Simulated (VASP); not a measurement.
A run of VASP 6.6.1 is set up as follows.

Contents of POSCAR:

```
Si2Mo
1.0
    4.4275105319     -0.0000000031      0.0000000000
   -2.2137552633      3.8343365977      0.0000000000
    0.0000000000      0.0000000000      4.9300884366
Si Mo
4 2
Direct
    0.6666666667      0.3333333333      0.2500000000
    0.3333333333      0.6666666667      0.7500000000
    0.0000000000      0.0000000000      0.0000000000
    0.0000000000      0.0000000000      0.5000000000
    0.6666666667      0.3333333333      0.7500000000
    0.3333333333      0.6666666667      0.2500000000
```

Contents of INCAR.step1:

```
PREC = Accurate ; ENCUT = 520
ISMEAR = -1 ; SIGMA = 0.03
LREAL = False ; LASPH = True
NELM = 100 ; NBANDS = 31
GGA = PE ; ALGO = Normal
EDIFF = 1E-4 ; LWAVE = True
LCHARG = False
```

Contents of INCAR.step2:

```
PREC = Accurate ; ENCUT = 520
EDIFF = 1E-6 ; ISMEAR = -1
SIGMA = 0.03 ; LREAL = False
LASPH = True ; NELM = 100
ALGO = Normal ; ISIF = 2
LWAVE = False ; LCHARG = False
METAGGA = R2SCAN ; LMIXTAU = True
LUSE_VDW = True ; IVDW_NL = 2
BPARAM = 11.95 ; CPARAM = 0.0093
NBANDS = 31 ; ISTART = 1
```

File KPOINTS:

```
Automatic mesh
0
Gamma
  6 6 6
```

Potentials or basis: VASP PAW PBE potentials, release 64 (Si, Mo_sv).

Command:

```sh
$ cat potpaw_PBE.64/Si/POTCAR potpaw_PBE.64/Mo_sv/POTCAR > POTCAR
$ cp INCAR.step1 INCAR
$ mpirun -np 1 vasp_std > vasp.out
$ cp INCAR.step2 INCAR
$ mpirun -np 1 vasp_std > vasp.out
```

What does it give for the band gap on the k mesh?

Zero (band 22 reaches 12.67 eV, above the bottom of band 23 at 11.78 eV).

Predict the pressure.

0.5 GPa.

Stress tensor (GPa, compression positive):
```
0.49 0.00 0.00
0.00 0.49 0.00
0.00 0.00 0.40
```

Caveat: the PAW data sets were made with another functional, which shifts forces and pressure a little.
